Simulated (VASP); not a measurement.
# LuH2 (Fm-3m) in VASP: notebook, part 2 of 2

VASP 6.6.1. The steps go on from the part before.

## Step 3: Relaxation of cell and atoms, LDA

This run uses another cell than the first one, of 10.61 Å³/atom.

File INCAR:

```
SYSTEM = LuH2
ALGO     = Normal         ! electronic algorithm
EDIFF    = 1E-7           ! SCF threshold, eV
EDIFFG   = -0.02          ! ionic threshold
ENCUT    = 600            ! plane-wave cutoff, eV
GGA      = CA             ! functional
GGA_COMPAT= .FALSE.      
IBRION   = 2              ! ionic algorithm
ISIF     = 3              ! what is computed and relaxed
ISMEAR   = 0              ! smearing method
LASPH    = .TRUE.         ! aspherical terms in the spheres
LCHARG   = .FALSE.        ! write CHGCAR
LREAL    = .FALSE.        ! projectors in reciprocal space
LWAVE    = .FALSE.        ! write WAVECAR
NELM     = 120            ! most SCF steps
NELMIN   = 4            
NSW      = 80             ! ionic steps
PREC     = Accurate       ! precision mode
SIGMA    = 0.1            ! smearing width, eV
```

File KPOINTS:

```
k-points
0
G
  8 8 8
  0 0 0
```

File POSCAR:

```
LuH2
1.0
    0.0000000000      2.5150000000      2.5150000000
    2.5150000000      0.0000000000      2.5150000000
    2.5150000000      2.5150000000      0.0000000000
Lu H
1 2
Direct
    0.0000000000      0.0000000000      0.0000000000
    0.2500000000      0.2500000000      0.2500000000
    0.7500000000      0.7500000000      0.7500000000
```

Potentials or basis: VASP PAW PBE potentials, release 64 (Lu, H).

Command:

```console
cat potpaw_PBE.64/Lu/POTCAR potpaw_PBE.64/H/POTCAR > POTCAR
mpirun -np 1 vasp_std > vasp.out
```

OUTCAR:

```text
SYSTEM = LuH2
   EDIFF = 1E-7
   EDIFFG = -0.02
   ENCUT = 600
   GGA = CA
   IBRION = 2
   ISIF = 3
   ISMEAR = 0
   LASPH = .TRUE.
   LREAL = .FALSE.
   NELM = 120
   NELMIN = 4
   NSW = 80
   PREC = Accurate

 ion  position               nearest neighbor table
   1  0.000  0.000  0.000-   3 2.18   3 2.18   3 2.18   2 2.18   3 2.18   2 2.18   2 2.18   2 2.18

   2  0.250  0.250  0.250-   1 2.18   1 2.18   1 2.18   1 2.18
   3  0.750  0.750  0.750-   1 2.18   1 2.18   1 2.18   1 2.18

  LATTYP: Found a face centered cubic cell.
 ALAT       =     5.0300000000

  Lattice vectors:

 A1 = (   0.0000000000,   2.5150000000,   2.5150000000)
 A2 = (   2.5150000000,   0.0000000000,   2.5150000000)
 A3 = (   2.5150000000,   2.5150000000,   0.0000000000)

Analysis of symmetry for initial positions (statically):
=====================================================================
 Subroutine PRICEL returns:
 Original cell was already a primitive cell.

 Routine SETGRP: Setting up the symmetry group for a
 face centered cubic supercell.

 Subroutine GETGRP returns: Found 48 space group operations
 (whereof 48 operations were pure point group operations)
 out of a pool of 48 trial point group operations.

The static configuration has the point symmetry O_h .

Analysis of symmetry for dynamics (positions and initial velocities):
=====================================================================
 Subroutine PRICEL returns:
 Original cell was already a primitive cell.

 Routine SETGRP: Setting up the symmetry group for a
 face centered cubic supercell.

 Subroutine GETGRP returns: Found 48 space group operations
 (whereof 48 operations were pure point group operations)
 out of a pool of 48 trial point group operations.

The dynamic configuration has the point symmetry O_h .

 Subroutine INISYM returns: Found 48 space group operations
 (whereof 48 operations are pure point group operations),
 and found     1 'primitive' translations

----------------------------------------------------------------------------------------

                                     Primitive cell

  volume of cell :      31.8159

  direct lattice vectors                    reciprocal lattice vectors
     0.000000000  2.515000000  2.515000000    -0.198807157  0.198807157  0.198807157
     2.515000000  0.000000000  2.515000000     0.198807157 -0.198807157  0.198807157
     2.515000000  2.515000000  0.000000000     0.198807157  0.198807157 -0.198807157

  length of vectors
     3.556747109  3.556747109  3.556747109     0.344344097  0.344344097  0.344344097

  position of ions in fractional coordinates (direct lattice)
     0.000000000  0.000000000  0.000000000
     0.250000000  0.250000000  0.250000000
     0.750000000  0.750000000  0.750000000

  ion indices of the primitive-cell ions
   primitive index   ion index
                 1           1
                 2           2
                 3           3

----------------------------------------------------------------------------------------

 KPOINTS: k-points

Automatic generation of k-mesh.
 Grid dimensions read from file:
 generate k-points for:    8    8    8

 Generating k-lattice:

  Cartesian coordinates                     Fractional coordinates (reciprocal lattice)
    -0.024850895  0.024850895  0.024850895     0.125000000  0.000000000  0.000000000
     0.024850895 -0.024850895  0.024850895     0.000000000  0.125000000  0.000000000
     0.024850895  0.024850895 -0.024850895     0.000000000  0.000000000  0.125000000

  Length of vectors
     0.043043012  0.043043012  0.043043012

  Shift w.r.t. Gamma in fractional coordinates (k-lattice)
     0.000000000  0.000000000  0.000000000

 Subroutine IBZKPT returns following result:
 ===========================================

 Found     29 irreducible k-points:

 Following reciprocal coordinates:
            Coordinates               Weight
  0.000000  0.000000  0.000000      1.000000
  0.125000  0.000000  0.000000      8.000000
  0.250000  0.000000  0.000000      8.000000
  0.375000  0.000000  0.000000      8.000000
  0.500000  0.000000  0.000000      4.000000
  0.125000  0.125000  0.000000      6.000000
[... 16 lines left out ...]
  0.500000  0.250000  0.125000     48.000000
 -0.375000  0.250000  0.125000     24.000000
 [... further k-points ...]
   k-points           NKPTS =     29   k-points in BZ     NKDIM =     29   number of bands    NBANDS=     17
   number of dos      NEDOS =    301   number of ions     NIONS =      3
   total plane-waves  NPLWV =  21952
   dimension x,y,z NGX =    28 NGY =   28 NGZ =   28
   dimension x,y,z NGXF=    56 NGYF=   56 NGZF=   56
   ions per type =               1   2
   NGX,Y,Z   is equivalent  to a cutoff of  13.09, 13.09, 13.09 a.u.
   NGXF,Y,Z  is equivalent  to a cutoff of  26.17, 26.17, 26.17 a.u.
 SYSTEM =  LuH2
   PREC   = accura    normal or accurate (medium, high low for compatibility)
   ISTART =      0    job   : 0-new  1-cont  2-samecut
   ICHARG =      2    charge: 1-file 2-atom 10-const
   ISPIN  =      1    spin polarized calculation?
   LNONCOLLINEAR =      F non collinear calculations
   LSORBIT =      F    spin-orbit coupling
   LASPH  =      T    aspherical Exc in radial PAW
   ENCUT  =  600.0 eV  44.10 Ry    6.64 a.u.   7.10  7.10  7.10*2*pi/ulx,y,z
   NELM   =    120;   NELMIN=  4; NELMDL= -5     # of ELM steps
   EDIFF  = 0.1E-06   stopping-criterion for ELM
   LREAL  =      F    real-space projection
   EDIFFG = -.2E-01   stopping-criterion for IOM
   NSW    =     80    number of steps for IOM
   IBRION =      2    ionic relax: 0-MD 1-quasi-New 2-CG
   NFREE  =      1    steps in history (QN), initial steepest desc. (CG)
   ISIF   =      3    stress and relaxation
   ISYM   =      2    0-nonsym 1-usesym 2-fastsym
   POTIM  = 0.5000    time-step for ionic-motion
   TEBEG  =    0.0;   TEEND  =   0.0 temperature during run
   PSTRESS=    0.0 pullay stress
   NELECT =      27.0000    total number of electrons
   NUPDOWN=      -1.0000    fix difference up-down
   EMIN   =  10.00;   EMAX   =-10.00  energy-range for DOS
   EFERMI =   0.00;   METHOD = LEGACY
   ISMEAR =     0;   SIGMA  =   0.10  broadening in eV -4-tet -1-fermi 0-gaus
   EFERMI_NEDOS =   21; number of points for ismear=-14 and -15
   IALGO  =     38    algorithm
   IMIX   =      4    mixing-type and parameters
     AMIX     =   0.40;   BMIX     =  1.00
     AMIX_MAG =   1.60;   BMIX_MAG =  1.00
  volume/ion in A,a.u.               =      10.61        71.57
  Fermi-wavevector in a.u.,A,eV,Ry     =   1.549940  2.928961 32.685448  2.402313
  Thomas-Fermi vector in A             =   2.654674
   LORBIT       =      0    0 simple, 1 ext, 2 COOP (PROOUT), +10 PAW based schemes
   GGA     = CA    functional components
   LHFCALC =     F    Hartree Fock is set to
   AEXX    =    0.0000 exact exchange contribution
   IVDW    =     0    specifies the selected vdW correction
   LEPSILON=     F    determine dielectric tensor
   LRPA    =     F    only Hartree local field effects (RPA)
 conjugate gradient relaxation of ions
 non-spin polarized calculation
 Gauss-broadening in eV      SIGMA  =   0.10
  energy-cutoff  :      600.00
  volume of cell :       31.82
 maximum number of plane-waves:      1072
   NGX = 15   NGY = 15   NGZ = 15

--------------------------------------- Ionic step        1  -------------------------------------------

 number of electron      27.0000002 magnetization

 Free energy of the ion-electron system (eV)
  ---------------------------------------------------
  ext. energy  EPLUGINS =         0.00000000
  ---------------------------------------------------
  free energy    TOTEN  =       -14.02433579 eV

  energy without entropy =      -14.01707470  energy(sigma->0) =      -14.02070524

 E-fermi :   2.4017     XC(G=0): -11.3942

 val. band max:        2.1792691352   @ k =  -0.3750   0.2500   0.1250
 cond. band min:       2.4112194005   @ k =   0.3750   0.2500   0.0000
 fundamental gap:      0.2319502653
 Fermi energy:         2.4017088069

 k-point     1 :       0.0000    0.0000    0.0000
  band No.  band energies     occupation
      1     -53.4807      2.00000
      2     -24.1880      2.00000
      3     -24.1880      2.00000
      4     -24.1880      2.00000
      5      -6.8484      2.00000
      6      -2.8992      2.00000
[... 9 lines left out ...]
     16       3.6765      0.00000
     17       6.4766      0.00000
[... 531 lines left out ...]
  energy  without entropy=      -14.0555840942  energy(sigma->0) =      -14.05921639

--------------------------------------- Ionic step        3  -------------------------------------------

 number of electron      26.9999997 magnetization

 Free energy of the ion-electron system (eV)
  ---------------------------------------------------
  ext. energy  EPLUGINS =         0.00000000
  ---------------------------------------------------
  free energy    TOTEN  =       -14.06328095 eV

  energy without entropy =      -14.05601379  energy(sigma->0) =      -14.05964737

 E-fermi :   2.6195     XC(G=0): -11.7195

 val. band max:        2.4282630588   @ k =   0.0000   0.0000   0.0000
 cond. band min:       2.6308911410   @ k =   0.3750   0.2500   0.0000
 fundamental gap:      0.2026280823
 Fermi energy:         2.6195311802

 k-point     1 :       0.0000    0.0000    0.0000
  band No.  band energies     occupation
      1     -53.0434      2.00000
      2     -23.7260      2.00000
      3     -23.7260      2.00000
      4     -23.7260      2.00000
      5      -6.8607      2.00000
      6      -2.5545      2.00000
[... 9 lines left out ...]
     16       3.9710      0.00000
     17       6.9796      0.00000
[... 490 lines left out ...]
  FREE ENERGIE OF THE ION-ELECTRON SYSTEM (eV)
  ---------------------------------------------------
  free  energy   TOTEN  =       -14.0632809476 eV

  energy  without entropy=      -14.0560137931  energy(sigma->0) =      -14.05964737

 reached required accuracy - stopping structural energy minimisation
```

It took 35 s on 1 thread of AMD EPYC 9R45 (Zen 5), shared host; peak memory 0.14 GiB.

Results:

| Item | Value |
| --- | --- |
| Free energy | -14.0633 eV |
| Relaxed volume | 9.94 Å³/atom |
| Relaxed cell | a = 3.481 Å, b = 3.481 Å, c = 3.481 Å, α = 60.00°, β = 60.00°, γ = 60.00° |
| Space group after relaxing (to 0.1 Å) | Fm-3m (No. 225) |
| Energy gained by relaxing | 13.0 meV/atom |
| Ionic steps | 3 |
| Pressure after relaxing | 0.0 GPa |
| Band gap on the k mesh | zero (an odd number of electrons rules out a gap without spin polarisation) |

Step by step:
```csv
step,energy change (eV),largest force (eV/Å),pressure (GPa),volume (Å³)
1,0.0000,0.0000,-5.98,31.82
2,-0.0385,0.0000,-0.71,30.03
3,-0.0389,0.0000,0.01,29.82
```

Final structure:
```
Lu H
1.0
     0.00000    2.46124    2.46124
     2.46124    0.00000    2.46124
     2.46124    2.46124    0.00000
Lu H
1 2
Cartesian
  0.0000 0.0000 0.0000
  1.2306 1.2306 1.2306
  3.6919 3.6919 3.6919
```

Levels at points of the mesh, in eV from the Fermi level:
```tsv
k point	band 9	band 10	band 11	band 12	band 13	band 14	band 15	band 16	band 17
(0.00, 0.00, 0.00)	-4.81	-4.73	-4.73	-4.73	-0.19	1.35	1.35	1.35	4.36
(0.50, 0.00, 0.00)	-4.79	-4.75	-4.75	-4.73	-3.64	1.42	1.42	5.23	6.02
(0.50, 0.50, 0.00)	-4.80	-4.77	-4.76	-4.76	-3.69	-2.47	6.24	6.34	6.34
```

Caveat: the PAW data sets were made with another functional, which shifts forces and pressure a little; spin-orbit coupling is left out, which moves the levels of the heavy elements.

The gap in the log of VASP goes by the Fermi energy; the results here count the filled bands.